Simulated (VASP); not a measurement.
Input of a VASP 6.6.1 run:

INCAR

```
ALGO = Normal
EDIFF = 1E-6
ENCUT = 520
GGA = PE
ISIF = 2
ISMEAR = 0
LASPH = T
LCHARG = F
LREAL = F
LWAVE = F
NBANDS = 22
NELM = 60
PREC = Accurate
SIGMA = 0.1
```

Contents of KPOINTS:

```
k-points
0
Gamma
  12 12 8
```

POSCAR

```
Bi
1.0
    4.3673425917      0.0000000000      0.0000000000
   -2.1836712959      3.7822296315      0.0000000000
    0.0000000000      0.0000000000      4.2539081170
Bi
2
Direct
    0.3333333333      0.6666666667      0.2500000000
    0.6666666667      0.3333333333      0.7500000000
```

Potentials or basis: VASP PAW PBE potentials, release 64 (Bi_d).

Run with:

```bash
$ cat potpaw_PBE.64/Bi_d/POTCAR > POTCAR
$ mpirun -np 1 vasp_std > vasp.out
```

Problem. Predict the pressure.

Solution. -0.1 GPa.

Problem. What does it give for the band gap on the k mesh?

Solution. Zero (bands 15 and 16 overlap by 2.65 eV).

Stress tensor (GPa, compression positive):
```
-0.01  0.00  0.00
 0.00 -0.01  0.00
 0.00  0.00 -0.14
```

Caveat: spin-orbit coupling is left out, which moves the levels of the heavy elements.
